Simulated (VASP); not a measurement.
Input of a VASP 6.6.1 run:

Contents of INCAR:

```
  PREC = Accurate
  ENCUT = 520
  EDIFF = 1E-6
  ISMEAR = -1
  SIGMA = 0.1
  LREAL = False
  LASPH = True
  NELM = 100
  ALGO = Normal
  ISIF = 2
  LWAVE = False
  LCHARG = False
  GGA = PS
  IVDW = 13
  NBANDS = 21
```

The input KPOINTS:

```
regular mesh
0
Gamma
  4 4 4
```

The input POSCAR:

```
MgSb2
1.0
    4.5355041739     -2.8395699334      0.0000000000
    4.5355041739      2.8395699334      0.0000000000
    0.0000000000      0.0000000000      5.4134516705
Mg Sb
2 4
Direct
    0.3158830000      0.6841170000      0.7500000000
    0.6841170000      0.3158830000      0.2500000000
    0.6345660000      0.0337820000      0.7500000000
    0.9662180000      0.3654340000      0.7500000000
    0.0337820000      0.6345660000      0.2500000000
    0.3654340000      0.9662180000      0.2500000000
```

Potentials or basis: VASP PAW PBE potentials, release 64 (Mg, Sb).

Command:

```sh
$ cat potpaw_PBE.64/Mg/POTCAR potpaw_PBE.64/Sb/POTCAR > POTCAR
$ mpirun -np 1 vasp_std > vasp.out
```

(1) Estimate the dispersion energy per atom.

(2) Predict the pressure.

## Answers

(1) -0.261 eV.

(2) 2.3 GPa.

Caveat: the PAW data sets were made with another functional, which shifts forces and pressure a little.
